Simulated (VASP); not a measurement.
# BaF2 (Fm-3m) in VASP: relaxation of cell and atoms with PBE

Aim: the relaxation of cell and atoms of BaF2 with PBE.

Program: VASP 6.6.1. These are calculated values, not measurements. Logs are shortened: lines on timing, memory, paths and dates and some standing lists are left out, and cuts for length are marked.

## 1. The cell of the first run

It takes space group Fm-3m (No. 225, cubic). Conventional cell: a = 6.245 Å, b = 6.245 Å, c = 6.245 Å, α = 90.00°, β = 90.00°, γ = 90.00°. Within 3.6 Å of Ba (site symmetry m-3m) lie 8 F at 2.70 Å. Within 3.6 Å of F (site symmetry -43m) lie 4 Ba at 2.70 Å and 6 F at 3.12 Å.

## 2. Relaxation of cell and atoms, PBE

INCAR reads:

```
ALGO = Normal
EDIFF = 1E-7
EDIFFG = -0.005
ENCUT = 1350
GGA = PE
GGA_COMPAT = False
IBRION = 2
ISIF = 3
ISMEAR = -1
LASPH = True
LCHARG = False
LREAL = False
LWAVE = False
NELM = 120
NELMIN = 4
NSW = 80
PREC = Accurate
SIGMA = 0.02
```

KPOINTS reads:

```
k-points
0
Gamma
  6 6 6
```

POSCAR reads:

```
BaF2
1.0
    0.0000000000      3.1224950771      3.1224950771
    3.1224950771      0.0000000000      3.1224950771
    3.1224950771      3.1224950771      0.0000000000
Ba F
1 2
Direct
    0.0000000000      0.0000000000      0.0000000000
    0.2500000000      0.2500000000      0.2500000000
    0.7500000000      0.7500000000      0.7500000000
```

Potentials or basis: VASP PAW PBE potentials, release 64 (Ba_sv, F_h).

Started as:

```sh
$ cat potpaw_PBE.64/Ba_sv/POTCAR potpaw_PBE.64/F_h/POTCAR > POTCAR
$ mpirun -np 1 vasp_std > vasp.out
```

OUTCAR:

```text
EDIFF = 1E-7
   EDIFFG = -0.005
   ENCUT = 1350
   GGA = PE
   IBRION = 2
   ISIF = 3
   ISMEAR = -1
   LASPH = True
   LREAL = False
   NELM = 120
   NELMIN = 4
   NSW = 80
   PREC = Accurate

 ion  position               nearest neighbor table
   1  0.000  0.000  0.000-   3 2.70   3 2.70   3 2.70   2 2.70   3 2.70   2 2.70   2 2.70   2 2.70

   2  0.250  0.250  0.250-   1 2.70   1 2.70   1 2.70   1 2.70
   3  0.750  0.750  0.750-   1 2.70   1 2.70   1 2.70   1 2.70

  LATTYP: Found a face centered cubic cell.
 ALAT       =     6.2449901542

  Lattice vectors:

 A1 = (   0.0000000000,   3.1224950771,   3.1224950771)
 A2 = (   3.1224950771,   0.0000000000,   3.1224950771)
 A3 = (   3.1224950771,   3.1224950771,   0.0000000000)

Analysis of symmetry for initial positions (statically):
=====================================================================
 Subroutine PRICEL returns:
 Original cell was already a primitive cell.

 Routine SETGRP: Setting up the symmetry group for a
 face centered cubic supercell.

 Subroutine GETGRP returns: Found 48 space group operations
 (whereof 48 operations were pure point group operations)
 out of a pool of 48 trial point group operations.

The static configuration has the point symmetry O_h .

Analysis of symmetry for dynamics (positions and initial velocities):
=====================================================================
 Subroutine PRICEL returns:
 Original cell was already a primitive cell.

 Routine SETGRP: Setting up the symmetry group for a
 face centered cubic supercell.

 Subroutine GETGRP returns: Found 48 space group operations
 (whereof 48 operations were pure point group operations)
 out of a pool of 48 trial point group operations.

The dynamic configuration has the point symmetry O_h .

 Subroutine INISYM returns: Found 48 space group operations
 (whereof 48 operations are pure point group operations),
 and found     1 'primitive' translations

----------------------------------------------------------------------------------------

                                     Primitive cell

  volume of cell :      60.8885

  direct lattice vectors                    reciprocal lattice vectors
     0.000000000  3.122495077  3.122495077    -0.160128355  0.160128355  0.160128355
     3.122495077  0.000000000  3.122495077     0.160128355 -0.160128355  0.160128355
     3.122495077  3.122495077  0.000000000     0.160128355  0.160128355 -0.160128355

  length of vectors
     4.415874886  4.415874886  4.415874886     0.277350446  0.277350446  0.277350446

  position of ions in fractional coordinates (direct lattice)
     0.000000000  0.000000000  0.000000000
     0.250000000  0.250000000  0.250000000
     0.750000000  0.750000000  0.750000000

  ion indices of the primitive-cell ions
   primitive index   ion index
                 1           1
                 2           2
                 3           3

----------------------------------------------------------------------------------------

 KPOINTS: k-points

Automatic generation of k-mesh.
 Grid dimensions read from file:
 generate k-points for:    6    6    6

 Generating k-lattice:

  Cartesian coordinates                     Fractional coordinates (reciprocal lattice)
    -0.026688059  0.026688059  0.026688059     0.166666667  0.000000000  0.000000000
     0.026688059 -0.026688059  0.026688059     0.000000000  0.166666667  0.000000000
     0.026688059  0.026688059 -0.026688059     0.000000000  0.000000000  0.166666667

  Length of vectors
     0.046225074  0.046225074  0.046225074

  Shift w.r.t. Gamma in fractional coordinates (k-lattice)
     0.000000000  0.000000000  0.000000000

 Subroutine IBZKPT returns following result:
 ===========================================

 Found     16 irreducible k-points:

 Following reciprocal coordinates:
            Coordinates               Weight
  0.000000  0.000000  0.000000      1.000000
  0.166667  0.000000  0.000000      8.000000
  0.333333  0.000000  0.000000      8.000000
  0.500000  0.000000  0.000000      4.000000
  0.166667  0.166667  0.000000      6.000000
  0.333333  0.166667  0.000000     24.000000
[... 8 lines left out ...]
 -0.333333  0.333333  0.166667     24.000000
 -0.333333  0.500000  0.166667     12.000000
   k-points           NKPTS =     16   k-points in BZ     NKDIM =     16   number of bands    NBANDS=     16
   number of dos      NEDOS =    301   number of ions     NIONS =      3
   total plane-waves  NPLWV = 157464
   dimension x,y,z NGX =    54 NGY =   54 NGZ =   54
   dimension x,y,z NGXF=   108 NGYF=  108 NGZF=  108
   ions per type =               1   2
   NGX,Y,Z   is equivalent  to a cutoff of  20.33, 20.33, 20.33 a.u.
   NGXF,Y,Z  is equivalent  to a cutoff of  40.66, 40.66, 40.66 a.u.
 SYSTEM =  unknown system
   PREC   = accura    normal or accurate (medium, high low for compatibility)
   ISTART =      0    job   : 0-new  1-cont  2-samecut
   ICHARG =      2    charge: 1-file 2-atom 10-const
   ISPIN  =      1    spin polarized calculation?
   LNONCOLLINEAR =      F non collinear calculations
   LSORBIT =      F    spin-orbit coupling
   LASPH  =      T    aspherical Exc in radial PAW
   ENCUT  = 1350.0 eV  99.22 Ry    9.96 a.u.  13.23 13.23 13.23*2*pi/ulx,y,z
   NELM   =    120;   NELMIN=  4; NELMDL= -5     # of ELM steps
   EDIFF  = 0.1E-06   stopping-criterion for ELM
   LREAL  =      F    real-space projection
   EDIFFG = -.5E-02   stopping-criterion for IOM
   NSW    =     80    number of steps for IOM
   IBRION =      2    ionic relax: 0-MD 1-quasi-New 2-CG
   NFREE  =      1    steps in history (QN), initial steepest desc. (CG)
   ISIF   =      3    stress and relaxation
   ISYM   =      2    0-nonsym 1-usesym 2-fastsym
   POTIM  = 0.5000    time-step for ionic-motion
   TEBEG  =    0.0;   TEEND  =   0.0 temperature during run
   PSTRESS=    0.0 pullay stress
   NELECT =      24.0000    total number of electrons
   NUPDOWN=      -1.0000    fix difference up-down
   EMIN   =  10.00;   EMAX   =-10.00  energy-range for DOS
   EFERMI =   0.00;   METHOD = LEGACY
   ISMEAR =    -1;   SIGMA  =   0.02  broadening in eV -4-tet -1-fermi 0-gaus
   EFERMI_NEDOS =   21; number of points for ismear=-14 and -15
   IALGO  =     38    algorithm
   IMIX   =      4    mixing-type and parameters
     AMIX     =   0.40;   BMIX     =  1.00
     AMIX_MAG =   1.60;   BMIX_MAG =  1.00
  volume/ion in A,a.u.               =      20.30       136.97
  Fermi-wavevector in a.u.,A,eV,Ry     =   1.200329  2.268292 19.603121  1.440789
  Thomas-Fermi vector in A             =   2.336167
   LORBIT       =      0    0 simple, 1 ext, 2 COOP (PROOUT), +10 PAW based schemes
   GGA     = PE    functional components
   LHFCALC =     F    Hartree Fock is set to
   AEXX    =    0.0000 exact exchange contribution
   IVDW    =     0    specifies the selected vdW correction
   LEPSILON=     F    determine dielectric tensor
   LRPA    =     F    only Hartree local field effects (RPA)
 conjugate gradient relaxation of ions
 non-spin polarized calculation
  energy-cutoff  :     1350.00
  volume of cell :       60.89
 maximum number of plane-waves:      6918
 NGX is ok and might be reduce to    54
   NGX = 27   NGY = 27   NGZ = 27

--------------------------------------- Ionic step        1  -------------------------------------------

 number of electron      23.9999998 magnetization

 Free energy of the ion-electron system (eV)
  ---------------------------------------------------
  ext. energy  EPLUGINS =         0.00000000
  ---------------------------------------------------
  free energy    TOTEN  =       -17.13971993 eV

  energy without entropy =      -17.13971993  energy(sigma->0) =      -17.13971993

------------------------ aborting loop because EDIFF is reached ----------------------------------------

  FORCE on cell =-STRESS in cart. coord.  units (eV):
  Direction    XX          YY          ZZ          XY          YZ          ZX
  --------------------------------------------------------------------------------------
  -------------------------------------------------------------------------------------
  Total        0.3410183      0.3410183      0.3410183      0.0000000      0.0000000     -0.0000000
  in kB        8.9733171      8.9733171      8.9733171      0.0000000      0.0000000     -0.0000000
  external PRESSURE =       8.9733171 kB  Pullay stress =       0.0000000 kB

 VOLUME and BASIS-vectors are now :
 -----------------------------------------------------------------------------
  energy-cutoff  :     1350.00
  volume of cell :       60.89
      direct lattice vectors                 reciprocal lattice vectors
     0.000000000  3.122495077  3.122495077    -0.160128355  0.160128355  0.160128355
     3.122495077  0.000000000  3.122495077     0.160128355 -0.160128355  0.160128355
     3.122495077  3.122495077  0.000000000     0.160128355  0.160128355 -0.160128355
[... 38 lines left out ...]
 POSITION                                       TOTAL-FORCE (eV/Angst)
 -----------------------------------------------------------------------------------
     -0.00000      3.13962      3.13962         0.000000     -0.000000      0.000000
      1.56981      1.56981      1.56981         0.000000      0.000000      0.000000
      4.70943      4.70943      4.70943        -0.000000      0.000000     -0.000000
 -----------------------------------------------------------------------------------
    total drift:                                0.000000      0.000000      0.000000

  FREE ENERGIE OF THE ION-ELECTRON SYSTEM (eV)
  ---------------------------------------------------
  free  energy   TOTEN  =       -17.1423962703 eV

  energy  without entropy=      -17.1423962703  energy(sigma->0) =      -17.14239627

--------------------------------------- Ionic step        3  -------------------------------------------

 number of electron      23.9999999 magnetization

 Free energy of the ion-electron system (eV)
  ---------------------------------------------------
  ext. energy  EPLUGINS =         0.00000000
  ---------------------------------------------------
  free energy    TOTEN  =       -17.14239549 eV

  energy without entropy =      -17.14239549  energy(sigma->0) =      -17.14239549

 E-fermi :  -1.4501     XC(G=0):  -8.5292

 val. band max:       -1.9478952073   @ k =  -0.1667   0.1667   0.0000
 cond. band min:       4.6676455557   @ k =   0.0000   0.0000   0.0000
 fundamental gap:      6.6155407630
 Fermi energy:        -1.4500693223

 k-point     1 :       0.0000    0.0000    0.0000
  band No.  band energies     occupation
      1     -25.1391      2.00000
      2     -20.8160      2.00000
      3     -20.8108      2.00000
      4     -10.0274      2.00000
      5     -10.0274      2.00000
      6     -10.0274      2.00000
[... 8 lines left out ...]
     15       7.1038      0.00000
     16       9.1524      0.00000
[... 305 lines left out ...]
 POSITION                                       TOTAL-FORCE (eV/Angst)
 -----------------------------------------------------------------------------------
      0.00000      0.00000      0.00000        -0.000000      0.000000      0.000000
      1.56943      1.56943      1.56943        -0.000000     -0.000000     -0.000000
      4.70830      4.70830      4.70830         0.000000      0.000000      0.000000
 -----------------------------------------------------------------------------------
    total drift:                                0.000000      0.000000      0.000000

  FREE ENERGIE OF THE ION-ELECTRON SYSTEM (eV)
  ---------------------------------------------------
  free  energy   TOTEN  =       -17.1423954938 eV

  energy  without entropy=      -17.1423954938  energy(sigma->0) =      -17.14239549

 reached required accuracy - stopping structural energy minimisation
```

It took 2.8 min on 1 thread of Intel Xeon Platinum 8259CL at 2.50GHz (Skylake/Cascade Lake), shared host; peak memory 0.49 GiB.

Results:

- Free energy: -17.1424 eV
- Relaxed volume: 20.62 Å³/atom
- Relaxed cell: a = 4.439 Å, b = 4.439 Å, c = 4.439 Å, α = 60.00°, β = 60.00°, γ = 60.00°
- Space group after relaxing (to 0.1 Å): Fm-3m (No. 225)
- Energy gained by relaxing: 0.9 meV/atom
- Ionic steps: 3
- Pressure after relaxing: 0.0 GPa
- Band gap on the k mesh: 6.62 eV (least direct gap 6.67 eV)

Step by step:
| step | energy change (eV) | largest force (eV/Å) | pressure (GPa) | volume (Å³) |
| --- | --- | --- | --- | --- |
| 1 | 0.0000 | 0.0000 | 0.90 | 60.89 |
| 2 | -0.0027 | 0.0000 | -0.04 | 61.90 |
| 3 | -0.0027 | 0.0000 | 0.00 | 61.85 |

Final structure:
```
CELL_PARAMETERS angstrom
0.00000 3.13887 3.13887
3.13887 0.00000 3.13887
3.13887 3.13887 0.00000
ATOMIC_POSITIONS crystal
Ba 0.00000 0.00000 0.00000
F 0.25000 0.25000 0.25000
F 0.75000 0.75000 0.75000
```

Levels at points of the mesh, in eV from the valence-band top:
```tsv
k point	band 9	band 10	band 11	band 12	band 13	band 14	band 15	band 16
(0.00, 0.00, 0.00)	-1.38	-0.05	-0.05	-0.05	6.62	9.05	9.05	11.10
(0.50, 0.00, 0.00)	-0.61	-0.34	-0.16	-0.16	8.89	9.03	9.03	9.65
(0.50, 0.50, 0.00)	-0.34	-0.30	-0.30	-0.09	7.18	8.82	10.45	11.66
```

Caveat: spin-orbit coupling is left out, which moves the levels of the heavy elements. A k mesh can miss the band edges.
